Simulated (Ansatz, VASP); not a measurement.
LaFeGe in VASP and in Ansatz

File INCAR:

```
SYSTEM = LaFeGe
PREC     = Accurate       ! precision mode
ENCUT    = 520            ! plane-wave cutoff, eV
EDIFF    = 1E-6           ! SCF threshold, eV
ISMEAR   = -1             ! smearing method
SIGMA    = 0.1            ! smearing width, eV
LREAL    = .False.        ! projectors in reciprocal space
LASPH    = .True.         ! aspherical terms in the spheres
NELM     = 150            ! most SCF steps
ALGO     = Normal         ! electronic algorithm
ISIF     = 2              ! what is computed and relaxed
LWAVE    = .False.        ! write WAVECAR
LCHARG   = .False.        ! write CHGCAR
ISPIN    = 2              ! spin polarisation
MAGMOM   = 0 2.4 0        ! initial moments
LORBIT   = 11             ! projections on sites
LMAXMIX  = 6              ! l up to which the mixer works
GGA      = PS             ! functional
NBANDS   = 28             ! bands
```

Contents of KPOINTS:

```
Automatic mesh
0
Gamma
  5 5 5
  0 0 0
```

POSCAR

```
LaFeGe
1.0
    4.2318080000      0.0000000000      0.0000000000
   -2.1159040000      3.6648530000      0.0000000000
    0.0000000000      0.0000000000      4.2857840000
La Fe Ge
1 1 1
Direct
    0.0000000000      0.0000000000      0.0000000000
    0.3333333333      0.6666666667      0.5000000000
    0.6666666667      0.3333333333      0.5000000000
```

Input for Ansatz:

```yaml
crystal:
  lattice:
    - [4.231808, 0.0, 0.0]
    - [-2.115904, 3.664853, 0.0]
    - [0.0, 0.0, 4.285784]
  atoms:
    - { symbol: La, position: [0.0, 0.0, 0.0] }
    - { symbol: Fe, position: [0.3333333333333333, 0.6666666666666666, 0.5] }
    - { symbol: Ge, position: [0.6666666666666666, 0.3333333333333333, 0.5] }
basis:
  ecutwfc: 470.0
kpoints:
  mp_grid:
    grid: [5, 5, 5]
hamiltonian:
  xc: pbesol
magnetization:
  spin_polarized: true
  per_species:
    Fe: 2.4
scf:
  occupations:
    method: fermi_dirac
    width: 0.1
output:
  eigenstates:
    nscf_kmesh:
      grid: [5, 5, 4]
    top_band: c34
    magnetocrystalline_anisotropy:
      directions:
        - [0.0, 0.0, 1.0]
        - [1.0, 0.0, 0.0]
        - [1.0, 1.0, 0.0]
```

Alike in both runs: task single point; functional PBEsol; k mesh 5 × 5 × 5; occupations fermi-dirac, width 0.1 eV; collinear spin.

```csv
,VASP,Ansatz
version,VASP 6.6.1,Ansatz 0.2.0
potentials or method,"VASP PAW PBE potentials, release 64 (La, Fe, Ge_d), cutoff 520 eV","plane waves, PAW"
valence electrons in the cell,33,41
```

|  | VASP | Ansatz | Ansatz less VASP |
| --- | --- | --- | --- |
| gap on the k mesh at the Fermi level (eV) | none | none | - |
| net moment per atom (μB) | 0.70 | 0.70 | +0.002 |
| size of the moment on the site where the two differ most (μB) | 2.17 | 2.12 | -0.046 |

VASP's potentials were made for PBE, not for PBEsol. Site moments also hang on the region over which each program counts them. A gap of «none» marks a metal or a gap that the smearing closes. VASP's potentials hold 33 valence electrons a cell and Ansatz's 41, so a difference there can come from the potentials and not from the codes.

Neither program's run includes spin-orbit coupling.
